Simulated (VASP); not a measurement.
Ti3Al: single point with PBEsol

Crystal: Ti3Al.

```
CELL_PARAMETERS angstrom
0.00000 3.12317 3.12317
3.12317 0.00000 3.12317
3.12317 3.12317 0.00000
ATOMIC_POSITIONS crystal
Ti 0.75000 0.75000 0.75000
Ti 0.25000 0.25000 0.25000
Ti 0.00000 0.00000 0.00000
Al 0.50000 0.50000 0.50000
```

| Item | Value |
| --- | --- |
| Program | VASP 6.6.1 |
| Task | single point |
| Functional | PBEsol |
| Potentials or basis | VASP PAW PBE potentials, release 64 (Ti_sv, Al) |
| Cutoff | 520 eV |
| k mesh | 12 × 12 × 12 |
| Occupations | gaussian, width 0.15 eV |
| Spin | collinear spin, ferromagnetic start |
| Starting moments | [0.6, 0.6, 0.6, 0.0] μB |
| Fixed moment | 1.8 μB |
| Dipole correction | no |
| Further INCAR settings | ALGO = Normal; EDIFF = 1e-07; NBANDS = 32 |

| Property | Result |
| --- | --- |
| Pressure | 8.7 GPa |
| Net moment | 1.80 μB per cell |
| Site moments | Ti +0.25, +0.88; Al -0.01 μB |
| Valence electrons inside the program's atomic spheres | Ti 10.37, 10.45; Al 0.87 |

It took 4.9 min on 1 thread of AMD EPYC 9R45 96-Core Processor (Zen 5), with other jobs on the host, peak memory 0.34 GiB.

Caveat: the PAW data sets were made with another functional, which shifts forces and pressure a little; the total moment is fixed, so each spin has its own Fermi level.
